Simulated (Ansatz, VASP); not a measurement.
## One calculation of Cd, two programs

```
Cd
1.0
    -3.20250    3.09883    1.60437
     3.09883   -3.20250    1.60437
     3.10001    3.10001   -1.79425
Cd
2
Cartesian
  -0.0822 6.1786 -0.1899
  -0.0974 3.0938 0.7073
```

Alike in both runs: task single point; functional BLYP; k mesh 13 × 13 × 9; occupations fermi-dirac, width 0.1 eV; no spin polarisation.

|  | VASP | Ansatz |
| --- | --- | --- |
| version | VASP 6.6.1 | Ansatz 0.2.0 |
| potentials or method | VASP PAW PBE potentials, release 64 (Cd), cutoff 520 eV | plane waves (420 eV) with PAW, scalar-relativistic |
| valence electrons in the cell | 24 | 40 |

VASP gave:

```
pressure (GPa)                                                : -0.4
traceless stress, the component that is largest in VASP (GPa) : -0.14
```

What did Ansatz give for the same quantities?

Pressure (GPa): -0.5; traceless stress, the component that is largest in VASP (GPa): -0.14.

VASP's potentials were made for PBE, not for BLYP. The functional is the same, so the differences come from potentials, cutoffs and numerics. VASP's potentials hold 24 valence electrons a cell and Ansatz's 40, so a difference there can come from the potentials and not from the codes.
